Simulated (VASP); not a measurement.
Input of a VASP 6.6.1 run:

Contents of INCAR:

```
SYSTEM = NaSe3
  PREC = Accurate
  ENCUT = 600
  EDIFF = 1E-7
  ISMEAR = 0
  SIGMA = 0.1
  LREAL = .False.
  LASPH = .True.
  NELM = 100
  ALGO = Normal
  ISIF = 3
  LWAVE = .False.
  LCHARG = .False.
  GGA = PE
  IBRION = 2
  NSW = 100
  EDIFFG = -0.01
```

The input KPOINTS:

```
Automatic mesh
0
Gamma
  10 10 10
  0 0 0
```

The input POSCAR:

```
NaSe3
1.0
    4.4108159774      0.0000000000      0.0000000000
    0.0000000000      4.4108159774      0.0000000000
    0.0000000000      0.0000000000      4.4108159774
Na Se
1 3
Direct
    0.0000000000      0.0000000000      0.0000000000
    0.0000000000      0.5000000000      0.5000000000
    0.5000000000      0.0000000000      0.5000000000
    0.5000000000      0.5000000000      0.0000000000
```

Potentials or basis: VASP PAW PBE potentials, release 64 (Na_pv, Se).

Launch:

```console
$ cat potpaw_PBE.64/Na_pv/POTCAR potpaw_PBE.64/Se/POTCAR > POTCAR
$ mpirun -np 1 vasp_std > vasp.out
```

(1) Estimate the band gap on the k mesh.

Answers

(1) zero (an odd number of electrons rules out a gap without spin polarisation).

Caveat: the relaxation stopped at its first step, so nothing moved; an odd number of electrons without spin polarisation forces a metal; a magnetic or distorted state may lie lower.
